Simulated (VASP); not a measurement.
# Sn (P6/mmm) in VASP: further runs

Sn is run at these levels: revPBE; tasks: single point.

Program: VASP 6.6.1. These are calculated values, not measurements. Logs are shortened: lines on timing, memory, paths and dates and some standing lists are left out, and cuts for length are marked.

## Step 1: The cell of the first run

Symmetry: P6/mmm, No. 191, hexagonal system. The conventional cell has a = 5.448 Å, b = 5.448 Å, c = 3.324 Å, α = 90.00°, β = 90.00°, γ = 120.00°. Sn (site symmetry 6/mmm) has 14 Sn at 3.32 to 3.56 Å within 4.4 Å. Within 4.1 Å of Sn (site symmetry -6m2) lie 11 Sn at 3.15 to 3.56 Å.

## Step 2: Single point, revPBE

The input, INCAR:

```
SYSTEM = Sn
  ALGO = Normal
  EDIFF = 1E-6
  ENCUT = 520
  GGA = RE
  ISIF = 2
  ISMEAR = -1
  LASPH = .TRUE.
  LCHARG = .FALSE.
  LREAL = .FALSE.
  LWAVE = .FALSE.
  NBANDS = 28
  NELM = 60
  PREC = Accurate
  SIGMA = 0.1
```

The input, KPOINTS:

```
k-points
0
G
  8 8 11
  0 0 0
```

The input, POSCAR:

```
Sn
1.0
    5.4484204785      0.0000000000      0.0000000000
   -2.7242102392      4.7184705449      0.0000000000
    0.0000000000      0.0000000000      3.3243236040
Sn
3
Direct
    0.0000000000      0.0000000000      0.0000000000
    0.3333333333      0.6666666667      0.5000000000
    0.6666666667      0.3333333333      0.5000000000
```

Potentials or basis: VASP PAW PBE potentials, release 64 (Sn_d).

Run with:

```sh
$ cat potpaw_PBE.64/Sn_d/POTCAR > POTCAR
$ mpirun -np 1 vasp_std > vasp.out
```

OUTCAR:

```text
SYSTEM = Sn
   EDIFF = 1E-6
   ENCUT = 520
   GGA = RE
   ISIF = 2
   ISMEAR = -1
   LASPH = .TRUE.
   LREAL = .FALSE.
   NELM = 60
   PREC = Accurate

 ion  position               nearest neighbor table
   1  0.000  0.000  0.000-   2 3.56   3 3.56   2 3.56   3 3.56   2 3.56   2 3.56   3 3.56   3 3.56
                             3 3.56   3 3.56   2 3.56   2 3.56
   2  0.333  0.667  0.500-   3 3.15   3 3.15   3 3.15   1 3.56   1 3.56   1 3.56   1 3.56   1 3.56
                             1 3.56
   3  0.667  0.333  0.500-   2 3.15   2 3.15   2 3.15   1 3.56   1 3.56   1 3.56   1 3.56   1 3.56
                             1 3.56

  LATTYP: Found a hexagonal cell.
 ALAT       =     5.4484204785
 C/A-ratio  =     0.6101444661

  Lattice vectors:

 A1 = (   5.4484204785,   0.0000000000,   0.0000000000)
 A2 = (  -2.7242102392,   4.7184705449,   0.0000000000)
 A3 = (   0.0000000000,   0.0000000000,   3.3243236040)

Analysis of symmetry for initial positions (statically):
=====================================================================
 Subroutine PRICEL returns:
 Original cell was already a primitive cell.

 Routine SETGRP: Setting up the symmetry group for a
 hexagonal supercell.

 Subroutine GETGRP returns: Found 24 space group operations
 (whereof 24 operations were pure point group operations)
 out of a pool of 24 trial point group operations.

The static configuration has the point symmetry D_6h.

Analysis of symmetry for dynamics (positions and initial velocities):
=====================================================================
 Subroutine PRICEL returns:
 Original cell was already a primitive cell.

 Routine SETGRP: Setting up the symmetry group for a
 hexagonal supercell.

 Subroutine GETGRP returns: Found 24 space group operations
 (whereof 24 operations were pure point group operations)
 out of a pool of 24 trial point group operations.

The dynamic configuration has the point symmetry D_6h.

 Subroutine INISYM returns: Found 24 space group operations
 (whereof 24 operations are pure point group operations),
 and found     1 'primitive' translations

----------------------------------------------------------------------------------------

                                     Primitive cell

  volume of cell :      85.4624

  direct lattice vectors                    reciprocal lattice vectors
     5.448420479  0.000000000  0.000000000     0.183539432  0.105966540  0.000000000
    -2.724210239  4.718470545  0.000000000     0.000000000  0.211933081  0.000000000
     0.000000000  0.000000000  3.324323604     0.000000000  0.000000000  0.300813073

  length of vectors
     5.448420479  5.448420478  3.324323604     0.211933081  0.211933081  0.300813073

  position of ions in fractional coordinates (direct lattice)
     0.000000000  0.000000000  0.000000000
     0.333333333  0.666666667  0.500000000
     0.666666667  0.333333333  0.500000000

  ion indices of the primitive-cell ions
   primitive index   ion index
                 1           1
                 2           2
                 3           3

----------------------------------------------------------------------------------------

 KPOINTS: k-points

Automatic generation of k-mesh.
 Grid dimensions read from file:
 generate k-points for:    8    8   11

 Generating k-lattice:

  Cartesian coordinates                     Fractional coordinates (reciprocal lattice)
     0.022942429  0.013245818  0.000000000     0.125000000 -0.000000000  0.000000000
     0.000000000  0.026491635  0.000000000     0.000000000  0.125000000  0.000000000
     0.000000000  0.000000000  0.027346643     0.000000000  0.000000000  0.090909091

  Length of vectors
     0.026491635  0.026491635  0.027346643

  Shift w.r.t. Gamma in fractional coordinates (k-lattice)
     0.000000000  0.000000000  0.000000000

 Subroutine IBZKPT returns following result:
 ===========================================

 Found     60 irreducible k-points:

 Following reciprocal coordinates:
            Coordinates               Weight
  0.000000  0.000000  0.000000      1.000000
  0.125000  0.000000  0.000000      6.000000
  0.250000  0.000000  0.000000      6.000000
  0.375000 -0.000000  0.000000      6.000000
  0.500000  0.000000  0.000000      3.000000
  0.125000  0.125000  0.000000      6.000000
[... 16 lines left out ...]
  0.250000  0.000000  0.181818     12.000000
  0.375000 -0.000000  0.181818     12.000000
 [... further k-points ...]
   k-points           NKPTS =     60   k-points in BZ     NKDIM =     60   number of bands    NBANDS=     28
   number of dos      NEDOS =    301   number of ions     NIONS =      3
   total plane-waves  NPLWV =  49392
   dimension x,y,z NGX =    42 NGY =   42 NGZ =   28
   dimension x,y,z NGXF=    84 NGYF=   84 NGZF=   56
   ions per type =               3
   NGX,Y,Z   is equivalent  to a cutoff of  12.82, 12.82, 14.00 a.u.
   NGXF,Y,Z  is equivalent  to a cutoff of  25.63, 25.63, 28.01 a.u.
 SYSTEM =  Sn
   PREC   = accura    normal or accurate (medium, high low for compatibility)
   ISTART =      0    job   : 0-new  1-cont  2-samecut
   ICHARG =      2    charge: 1-file 2-atom 10-const
   ISPIN  =      1    spin polarized calculation?
   LNONCOLLINEAR =      F non collinear calculations
   LSORBIT =      F    spin-orbit coupling
   LASPH  =      T    aspherical Exc in radial PAW
   ENCUT  =  520.0 eV  38.22 Ry    6.18 a.u.  10.13 10.13  6.18*2*pi/ulx,y,z
   NELM   =     60;   NELMIN=  2; NELMDL= -5     # of ELM steps
   EDIFF  = 0.1E-05   stopping-criterion for ELM
   LREAL  =      F    real-space projection
[... 7 lines left out ...]
   TEBEG  =    0.0;   TEEND  =   0.0 temperature during run
   PSTRESS=    0.0 pullay stress
   NELECT =      42.0000    total number of electrons
   NUPDOWN=      -1.0000    fix difference up-down
   EMIN   =  10.00;   EMAX   =-10.00  energy-range for DOS
   EFERMI =   0.00;   METHOD = LEGACY
   ISMEAR =    -1;   SIGMA  =   0.10  broadening in eV -4-tet -1-fermi 0-gaus
   EFERMI_NEDOS =   21; number of points for ismear=-14 and -15
   IALGO  =     38    algorithm
   IMIX   =      4    mixing-type and parameters
     AMIX     =   0.40;   BMIX     =  1.00
     AMIX_MAG =   1.60;   BMIX_MAG =  1.00
  volume/ion in A,a.u.               =      28.49       192.24
  Fermi-wavevector in a.u.,A,eV,Ry     =   1.291912  2.441359 22.708616  1.669036
  Thomas-Fermi vector in A             =   2.423652
   LORBIT       =      0    0 simple, 1 ext, 2 COOP (PROOUT), +10 PAW based schemes
   GGA     = RE    functional components
   LHFCALC =     F    Hartree Fock is set to
   AEXX    =    0.0000 exact exchange contribution
   IVDW    =     0    specifies the selected vdW correction
   LEPSILON=     F    determine dielectric tensor
   LRPA    =     F    only Hartree local field effects (RPA)
 non-spin polarized calculation
  energy-cutoff  :      520.00
  volume of cell :       85.46
 maximum number of plane-waves:      2326
 NGX is ok and might be reduce to    42
   NGX = 21   NGY = 21   NGZ = 13

 number of electron      42.0000012 magnetization

 Free energy of the ion-electron system (eV)
  ---------------------------------------------------
  ext. energy  EPLUGINS =         0.00000000
  ---------------------------------------------------
  free energy    TOTEN  =       -10.40864498 eV

  energy without entropy =      -10.34670403  energy(sigma->0) =      -10.37767451

 E-fermi :   7.6019     XC(G=0): -10.0804

 val. band max:        7.5987067984   @ k =   0.2500   0.0000   0.0909
 cond. band min:       7.6099590338   @ k =   0.1250   0.1250   0.4545
 fundamental gap:      0.0112522353
 Fermi energy:         7.6019424439

 k-point     1 :       0.0000    0.0000    0.0000
  band No.  band energies     occupation
      1     -14.1015      2.00000
      2     -14.0320      2.00000
      3     -14.0320      2.00000
      4     -13.9930      2.00000
      5     -13.9930      2.00000
      6     -13.9625      2.00000
[... 20 lines left out ...]
     27      15.2738      0.00000
     28      15.3275      0.00000

 k-point     2 :       0.1250    0.0000    0.0000
  band No.  band energies     occupation
      1     -14.1009      2.00000
      2     -14.0327      2.00000
      3     -14.0323      2.00000
      4     -13.9936      2.00000
      5     -13.9928      2.00000
      6     -13.9618      2.00000
[... 20 lines left out ...]
     27      14.9446      0.00000
     28      15.0927      0.00000

 k-point     3 :       0.2500    0.0000    0.0000
  band No.  band energies     occupation
      1     -14.0995      2.00000
      2     -14.0347      2.00000
      3     -14.0344      2.00000
      4     -13.9950      2.00000
      5     -13.9919      2.00000
      6     -13.9588      2.00000
[... 20 lines left out ...]
     27      14.3065      0.00000
     28      14.7161      0.00000

 k-point     4 :       0.3750   -0.0000    0.0000
  band No.  band energies     occupation
      1     -14.0982      2.00000
      2     -14.0390      2.00000
      3     -14.0360      2.00000
      4     -13.9964      2.00000
      5     -13.9904      2.00000
      6     -13.9529      2.00000
[... 578 lines left out ...]
     27      13.8843      0.00000
     28      15.9253      0.00000

 k-point    23 :       0.2500    0.0000    0.1818
  band No.  band energies     occupation
      1     -14.0527      2.00000
      2     -14.0359      2.00000
      3     -14.0351      2.00000
      4     -14.0142      2.00000
      5     -14.0126      2.00000
      6     -13.9151      2.00000
[... 20 lines left out ...]
     27      13.0470      0.00000
     28      15.5005      0.00000

 k-point    24 :       0.3750   -0.0000    0.1818
  band No.  band energies     occupation
      1     -14.0521      2.00000
      2     -14.0360      2.00000
      3     -14.0355      2.00000
      4     -14.0157      2.00000
      5     -14.0100      2.00000
      6     -13.9182      2.00000
[... 20 lines left out ...]
     27      12.0549      0.00000
     28      14.6040      0.00000

 [... further k-points ...]

------------------------ aborting loop because EDIFF is reached ----------------------------------------

  FORCE on cell =-STRESS in cart. coord.  units (eV):
  Direction    XX          YY          ZZ          XY          YZ          ZX
  --------------------------------------------------------------------------------------
  -------------------------------------------------------------------------------------
  Total        0.5864831      0.5864831     -0.6767336      0.0000000      0.0000000     -0.0000000
  in kB       10.9948908     10.9948908    -12.6868320      0.0000000      0.0000000     -0.0000000
  external PRESSURE =       3.1009832 kB  Pullay stress =       0.0000000 kB

 VOLUME and BASIS-vectors are now :
 -----------------------------------------------------------------------------
  energy-cutoff  :      520.00
  volume of cell :       85.46
      direct lattice vectors                 reciprocal lattice vectors
     5.448420479  0.000000000  0.000000000     0.183539432  0.105966540  0.000000000
    -2.724210239  4.718470545  0.000000000     0.000000000  0.211933081  0.000000000
     0.000000000  0.000000000  3.324323604     0.000000000  0.000000000  0.300813073

 POSITION                                       TOTAL-FORCE (eV/Angst)
 -----------------------------------------------------------------------------------
      0.00000      0.00000      0.00000        -0.000000      0.000000      0.000000
     -0.00000      3.14565      1.66216         0.000000      0.000000      0.000000
      2.72421      1.57282      1.66216        -0.000000      0.000000     -0.000000
 -----------------------------------------------------------------------------------
    total drift:                                0.000000      0.000000     -0.000000

  FREE ENERGIE OF THE ION-ELECTRON SYSTEM (eV)
  ---------------------------------------------------
  free  energy   TOTEN  =       -10.4086449832 eV

  energy  without entropy=      -10.3467040291  energy(sigma->0) =      -10.37767451
```

Wall time 65 s (1 thread of Intel Xeon 6975P-C (Granite Rapids), shared host); peak memory 0.27 GiB.

Results:

```
Free energy            : -10.4086 eV
Pressure               : 0.3 GPa
Band gap on the k mesh : zero (band 21 reaches 9.07 eV, above the bottom of band 22 at 5.33 eV)
```

Levels at points of the mesh, in eV from the Fermi level:
| k point | band 18 | band 19 | band 20 | band 21 | band 22 | band 23 | band 24 | band 25 |
| --- | --- | --- | --- | --- | --- | --- | --- | --- |
| (0.00, 0.00, 0.00) | -5.20 | -2.40 | -2.40 | -2.27 | -2.27 | 2.89 | 6.33 | 7.61 |
| (0.50, 0.00, 0.00) | -6.34 | -4.22 | 1.07 | 1.21 | 2.66 | 2.99 | 4.02 | 4.66 |

Caveat: the PAW data sets were made with another functional, which shifts forces and pressure a little; spin-orbit coupling is left out, which moves the levels of the heavy elements.

## Step 3: Single point, revPBE (volume scaled by 1.04)

The input, INCAR:

```
ALGO = Normal ; EDIFF = 1E-7
ENCUT = 520 ; GGA = RE
ISIF = 2 ; ISMEAR = -1
LASPH = T ; LCHARG = T
LELF = T ; LREAL = F
LVHAR = T ; LWAVE = F
NBANDS = 28 ; NELM = 100
PREC = Accurate ; SIGMA = 0.1
```

The input, KPOINTS:

```
k-points
0
Gamma
  8 8 11
```

The input, POSCAR:

```
Sn
1.0
    5.5201184437      0.0000000000      0.0000000000
   -2.7600592219      4.7805628042      0.0000000000
    0.0000000000      0.0000000000      3.3680697207
Sn
3
Direct
    0.0000000000      0.0000000000      0.0000000000
    0.3333333333      0.6666666667      0.5000000000
    0.6666666667      0.3333333333      0.5000000000
```

Potentials or basis: VASP PAW PBE potentials, release 64 (Sn_d).

Run with:

```sh
$ cat potpaw_PBE.64/Sn_d/POTCAR > POTCAR
$ mpirun -np 1 vasp_std > vasp.out
```

OUTCAR:

```text
EDIFF = 1E-7
   ENCUT = 520
   GGA = RE
   ISIF = 2
   ISMEAR = -1
   LASPH = T
   LREAL = F
   NELM = 100
   PREC = Accurate

 ion  position               nearest neighbor table
   1  0.000  0.000  0.000-   2 3.60   3 3.60   2 3.60   3 3.60   3 3.60   3 3.60   2 3.60   2 3.60
                             3 3.60   3 3.60   2 3.60   2 3.60
   2  0.333  0.667  0.500-   3 3.19   3 3.19   3 3.19   1 3.60   1 3.60   1 3.60   1 3.60   1 3.60
                             1 3.60
[... 945 lines left out ...]
  Direction    XX          YY          ZZ          XY          YZ          ZX
  --------------------------------------------------------------------------------------
  -------------------------------------------------------------------------------------
  Total       -0.3517390     -0.3517390     -1.4470948      0.0000000     -0.0000000     -0.0000000
  in kB       -6.3404877     -6.3404877    -26.0854938      0.0000000     -0.0000000     -0.0000000
  external PRESSURE =     -12.9221564 kB  Pullay stress =       0.0000000 kB

 VOLUME and BASIS-vectors are now :
 -----------------------------------------------------------------------------
  energy-cutoff  :      520.00
  volume of cell :       88.88
      direct lattice vectors                 reciprocal lattice vectors
     5.520118444  0.000000000  0.000000000     0.181155533  0.104590196  0.000000000
    -2.760059222  4.780562804  0.000000000     0.000000000  0.209180392  0.000000000
     0.000000000  0.000000000  3.368069721     0.000000000  0.000000000  0.296905968

 POSITION                                       TOTAL-FORCE (eV/Angst)
 -----------------------------------------------------------------------------------
      0.00000      0.00000      0.00000         0.000000      0.000000      0.000000
     -0.00000      3.18704      1.68403         0.000000      0.000000      0.000000
      2.76006      1.59352      1.68403        -0.000000     -0.000000      0.000000
 -----------------------------------------------------------------------------------
    total drift:                                0.000000      0.000000     -0.000000

  FREE ENERGIE OF THE ION-ELECTRON SYSTEM (eV)
  ---------------------------------------------------
  free  energy   TOTEN  =       -10.3986376769 eV

  energy  without entropy=      -10.3381386354  energy(sigma->0) =      -10.36838816
```

It took 72 s on 1 thread of Intel Xeon 6975P-C (Granite Rapids), shared host; peak memory 0.27 GiB.

What came out:

```
Free energy            : -10.3986 eV
Pressure               : -1.3 GPa
Band gap on the k mesh : zero (band 21 reaches 8.53 eV, above the bottom of band 22 at 5.01 eV)
```

Stress tensor (GPa, compression positive):
```
-0.63  0.00  0.00
 0.00 -0.63  0.00
 0.00  0.00 -2.61
```

Levels at points of the mesh, in eV from the Fermi level:
```
           k point  band 17  band 18  band 19  band 20  band 21  band 22  band 23  band 24  band 25  band 26
(0.00, 0.00, 0.00)    -5.58    -5.23    -2.28    -2.28    -2.15    -2.15     2.82     6.22     7.26     7.33
(0.50, 0.00, 0.00)    -8.81    -6.31    -4.03     0.98     1.11     2.60     2.94     3.89     4.50     4.59
```

Caveat: the PAW data sets were made with another functional, which shifts forces and pressure a little; spin-orbit coupling is left out, which moves the levels of the heavy elements.

## Step 4: Single point, revPBE (volume scaled by 1.08)

The input, INCAR:

```
SYSTEM = Sn
PREC = Accurate
ENCUT = 520
EDIFF = 1E-6
ISMEAR = -1
SIGMA = 0.1
LREAL = .False.
LASPH = .True.
NELM = 60
ALGO = Normal
ISIF = 2
LWAVE = .False.
LCHARG = .True.
GGA = RE
LELF = .True.
LVHAR = .True.
NBANDS = 28
```

The input, KPOINTS:

```
Automatic mesh
0
Gamma
  8 8 11
  0 0 0
```

The input, POSCAR:

```
Sn
1.0
    5.5900007794      0.0000000000      0.0000000000
   -2.7950003897      4.8410826821      0.0000000000
    0.0000000000      0.0000000000      3.4107080411
Sn
3
Direct
    0.0000000000      0.0000000000      0.0000000000
    0.3333333333      0.6666666667      0.5000000000
    0.6666666667      0.3333333333      0.5000000000
```

Run with:

```sh
$ cat potpaw_PBE.64/Sn_d/POTCAR > POTCAR
$ mpirun -np 1 vasp_std > vasp.out
```

Wall time 66 s (1 thread of Intel Xeon 6975P-C (Granite Rapids), shared host); peak memory 0.28 GiB.

The run converged. Its results:

```
Free energy            : -10.3581 eV
Pressure               : -2.6 GPa
Band gap on the k mesh : zero (band 21 reaches 8.10 eV, above the bottom of band 22 at 4.71 eV)
```

Stress tensor (GPa, compression positive):
```
-2.01  0.00  0.00
 0.00 -2.01  0.00
 0.00  0.00 -3.64
```

Levels at points of the mesh, in eV from the Fermi level:
| k point | band 19 | band 20 | band 21 | band 22 | band 23 | band 24 |
| --- | --- | --- | --- | --- | --- | --- |
| (0.00, 0.00, 0.00) | -2.17 | -2.17 | -2.03 | -2.03 | 2.74 | 6.13 |
| (0.50, 0.00, 0.00) | -3.85 | 0.89 | 1.02 | 2.53 | 2.89 | 3.76 |

Caveat: the PAW data sets were made with another functional, which shifts forces and pressure a little; spin-orbit coupling is left out, which moves the levels of the heavy elements.

## Step 5: Summary

| cell | gap on the mesh (eV) | pressure (GPa) |
| --- | --- | --- |
| a = 5.448, b = 5.448, c = 3.324 Å, angles 90.0, 90.0, 120.0°, 3 atoms | none | 0.3 |
| a = 5.520, b = 5.520, c = 3.368 Å, angles 90.0, 90.0, 120.0°, 3 atoms | none | -1.3 |
| a = 5.590, b = 5.590, c = 3.411 Å, angles 90.0, 90.0, 120.0°, 3 atoms | none | -2.6 |

Alike in all rows: task single point; level revPBE; potentials or basis VASP PAW PBE potentials, release 64 (Sn_d); no spin polarisation; k mesh 8 × 8 × 11; cutoff (eV) 520; smearing fermi-dirac 0.1 eV.

Caveats: the PAW data sets were made with another functional, which shifts forces and pressure a little; spin-orbit coupling is left out, which moves the levels of the heavy elements.

Total energies depend on the potentials used, so only differences within one code and one set of settings carry meaning.
